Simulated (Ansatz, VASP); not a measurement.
# One calculation of Sn3Ru, two programs

File INCAR:

```
ALGO     = Fast           # electronic algorithm
EDIFF    = 1E-7           # SCF threshold, eV
EDIFFG   = -0.01          # ionic threshold
ENCUT    = 600            # plane-wave cutoff, eV
GGA      = PE             # functional
IBRION   = 2              # ionic algorithm
ISIF     = 3              # what is computed and relaxed
ISMEAR   = 0              # smearing method
LASPH    = T              # aspherical terms in the spheres
LCHARG   = F              # write CHGCAR
LREAL    = F              # projectors in reciprocal space
LWAVE    = F              # write WAVECAR
NELM     = 100            # most SCF steps
NSW      = 100            # ionic steps
PREC     = Accurate       # precision mode
SIGMA    = 0.1            # smearing width, eV
```

File KPOINTS:

```
k-points
0
Gamma
  12 12 12
```

Contents of POSCAR:

```
Sn3Ru
1.0
    0.0000000000      3.5208581860      3.5208581860
    3.5208581860      0.0000000000      3.5208581860
    3.5208581860      3.5208581860      0.0000000000
Sn Ru
3 1
Direct
    0.2500000000      0.2500000000      0.2500000000
    0.7500000000      0.7500000000      0.7500000000
    0.5000000000      0.5000000000      0.5000000000
    0.0000000000      0.0000000000      0.0000000000
```

Input for Ansatz:

```yaml
crystal:
  lattice:
    - [0.0, 3.520858186, 3.520858186]
    - [3.520858186, 0.0, 3.520858186]
    - [3.520858186, 3.520858186, 0.0]
  atoms:
    - { symbol: Sn, position: [0.25, 0.25, 0.25] }
    - { symbol: Sn, position: [0.75, 0.75, 0.75] }
    - { symbol: Sn, position: [0.5, 0.5, 0.5] }
    - { symbol: Ru, position: [0.0, 0.0, 0.0] }
basis:
  ecutwfc: 420
kpoints:
  mp_grid: { grid: [12, 12, 12] }
hamiltonian:
  xc: pbe
scf:
  occupations: { method: gaussian, width: 0.1 }
output:
  forces: true
  stress: true
  eigenvalues: true
relax:
  adjacent_minimum: "off"
  f_tol: 0.01
  max_steps: 80
  cell: { stress_tol: 0.05 }
```

Change from the starting cell: species swapped into the Rb3Cd type (Fm-3m, No. 225).

Alike in both runs: task relaxation of cell and atoms; functional PBE; k mesh 12 × 12 × 12; occupations gaussian, width 0.1 eV; no spin polarisation.

```csv
,VASP,Ansatz
version,VASP 6.6.1,Ansatz 0.2.0
potentials or method,"VASP PAW PBE potentials, release 64 (Sn_d, Ru_pv), cutoff 600 eV","scalar-relativistic, plane waves, PAW"
valence electrons in the cell,56,58
```

```csv
,VASP,Ansatz,Ansatz less VASP
"gap on the k mesh at the Fermi level, each at its own relaxed structure (eV)",none,none,-
relaxed volume (Å³/atom),21.70,21.70,+0.003
relaxed cell length with the largest relative difference (Å),4.970,4.970,+0.0002
```

A gap of «none» marks a metal or a gap that the smearing closes. VASP's potentials hold 56 valence electrons a cell and Ansatz's 58, so a difference there can come from the potentials and not from the codes.
